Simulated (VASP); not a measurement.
Input of a VASP 6.6.1 run:

Contents of INCAR:

```
  ALGO = Normal
  EDIFF = 1E-7
  ENCUT = 520
  GGA = PE
  ISIF = 2
  ISMEAR = 0
  LASPH = T
  LCHARG = F
  LREAL = F
  LWAVE = F
  NBANDS = 22
  NELM = 100
  PREC = Accurate
  SIGMA = 0.1
```

The input KPOINTS:

```
k-points
0
Gamma
  12 12 6
```

File POSCAR:

```
Li4SbPt
1.0
    3.4128382965      0.0000000000      0.0000000000
    0.0000000000      3.4128382965      0.0000000000
    0.0000000000      0.0000000000      8.4778034634
Li Sb Pt
4 1 1
Direct
    0.0000000000      0.0000000000      0.1868878160
    0.0000000000      0.0000000000      0.8131121840
    0.5000000000      0.5000000000      0.6392053692
    0.5000000000      0.5000000000      0.3607946308
    0.5000000000      0.5000000000      0.0000000000
    0.0000000000      0.0000000000      0.5000000000
```

Potentials or basis: VASP PAW PBE potentials, release 64 (Li_sv, Sb, Pt).

Command:

```sh
$ cat potpaw_PBE.64/Li_sv/POTCAR potpaw_PBE.64/Sb/POTCAR potpaw_PBE.64/Pt/POTCAR > POTCAR
$ mpirun -np 1 vasp_std > vasp.out
```

(1) Predict the largest force.

Results:

(1) 0.005 eV/Å.
